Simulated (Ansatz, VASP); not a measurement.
SiNi: VASP beside Ansatz

File INCAR:

```
SYSTEM = SiNi
ALGO     = Normal         ! electronic algorithm
EDIFF    = 1E-6           ! SCF threshold, eV
ENCUT    = 520            ! plane-wave cutoff, eV
GGA      = PE             ! functional
ISIF     = 2              ! what is computed and relaxed
ISMEAR   = -1             ! smearing method
LASPH    = .TRUE.         ! aspherical terms in the spheres
LCHARG   = .FALSE.        ! write CHGCAR
LREAL    = .FALSE.        ! projectors in reciprocal space
LWAVE    = .FALSE.        ! write WAVECAR
NBANDS   = 14             ! bands
NELM     = 60             ! most SCF steps
PREC     = Accurate       ! precision mode
SIGMA    = 0.1            ! smearing width, eV
```

File KPOINTS:

```
k-points
0
G
  15 15 15
  0 0 0
```

Contents of POSCAR:

```
SiNi
1.0
    2.4463412298      0.0000000000      0.0000000000
    0.0000000000      2.4463412298      0.0000000000
    0.0000000000      0.0000000000      2.4463412298
Ni Si
1 1
Direct
    0.0000000000      0.0000000000      0.0000000000
    0.5000000000      0.5000000000      0.5000000000
```

Input for Ansatz:

```yaml
crystal:
  lattice:
    - [2.4463412298, 0.0, 0.0]
    - [0.0, 2.4463412298, 0.0]
    - [0.0, 0.0, 2.4463412298]
  atoms:
    - { symbol: Ni, position: [0.0, 0.0, 0.0] }
    - { symbol: Si, position: [0.5, 0.5, 0.5] }
kpoints:
  mp_grid: { grid: [15, 15, 15] }
scf:
  occupations: { method: fermi_dirac, width: 0.1 }
hamiltonian:
  xc: pbe
  pseudopotentials: { kind: all_electron, lapw: { basis_error: 0.001 } }
output:
  forces: true
  stress: true
  eigenvalues: true
  populations: true
```

Change from the starting cell: volume scaled by 0.64, LAPW.

Alike in both runs: task single point; functional PBE; k mesh 15 × 15 × 15; occupations fermi-dirac, width 0.1 eV; no spin polarisation.

```csv
,VASP,Ansatz
version,VASP 6.6.1,Ansatz 0.2.0
potentials or method,"VASP PAW PBE potentials, release 64 (Ni, Si), cutoff 520 eV","all-electron LAPW, scalar-relativistic"
```

VASP gave:

```
pressure (GPa) : 218.0
```

Task: What did Ansatz give for the same quantities?

Result: Pressure (GPa): 217.2.

Both programs put the cell under a high pressure, so it lies far from rest at this level. Ansatz ran all-electron here, and VASP with PAW potentials.

Noted on VASP's run: the cell as given lies far from equilibrium.
